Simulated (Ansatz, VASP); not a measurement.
## Two plane-wave programs on Ti

INCAR

```
PREC     = Accurate       # precision mode
ENCUT    = 520            # plane-wave cutoff, eV
EDIFF    = 1E-6           # SCF threshold, eV
ISMEAR   = 0              # smearing method
SIGMA    = 0.15           # smearing width, eV
LREAL    = False          # projectors in reciprocal space
LASPH    = True           # aspherical terms in the spheres
NELM     = 60             # most SCF steps
ALGO     = Fast           # electronic algorithm
ISIF     = 2              # what is computed and relaxed
LWAVE    = False          # write WAVECAR
LCHARG   = True           # write CHGCAR
GGA      = PE             # functional
LELF     = True           # ELF
LVHAR    = True         
NBANDS   = 12             # bands
```

File KPOINTS:

```
regular mesh
0
Gamma
  22 22 22
```

File POSCAR:

```
Ti
1.0
   -1.6680976327      1.6680976327      1.7975420090
    1.6680976327     -1.6680976327      1.7975420090
    1.6680976327      1.6680976327     -1.7975420090
Ti
1
Direct
    0.0000000000      0.0000000000      0.0000000000
```

Input for Ansatz:

```yaml
crystal:
  lattice:
    - [-1.6680976327, 1.6680976327, 1.797542009]
    - [1.6680976327, -1.6680976327, 1.797542009]
    - [1.6680976327, 1.6680976327, -1.797542009]
  atoms:
    - { symbol: Ti, position: [0.0, 0.0, 0.0] }
basis:
  ecutwfc: 520.0
kpoints:
  mp_grid: { grid: [22, 22, 22] }
hamiltonian:
  xc: pbe
  pseudopotentials: { kind: paw, azcp: { folder: soft_1 } }
scf:
  occupations: { method: gaussian, width: 0.15 }
output:
  forces: true
  stress: true
  eigenvalues: true
```

Alike in both runs: task single point; functional PBE; k mesh 22 × 22 × 22; occupations gaussian, width 0.15 eV; no spin polarisation.

```csv
,VASP,Ansatz
version,VASP 6.6.1,Ansatz 0.2.0
potentials or method,"VASP PAW PBE potentials, release 64 (Ti_sv), cutoff 520 eV","scalar-relativistic, plane waves, PAW"
valence electrons in the cell,12,12
```

|  | VASP | Ansatz | Ansatz less VASP |
| --- | --- | --- | --- |
| gap on the k mesh at the Fermi level (eV) | none | none | - |
| pressure (GPa) | -12.1 | -12.0 | +0.10 |
| traceless stress, the component that is largest in VASP (GPa) | 1.25 | 1.25 | 0.000 |

A gap of «none» marks a metal or a gap that the smearing closes. With one functional, cell and mesh, what is left measures potentials, basis and numerics.
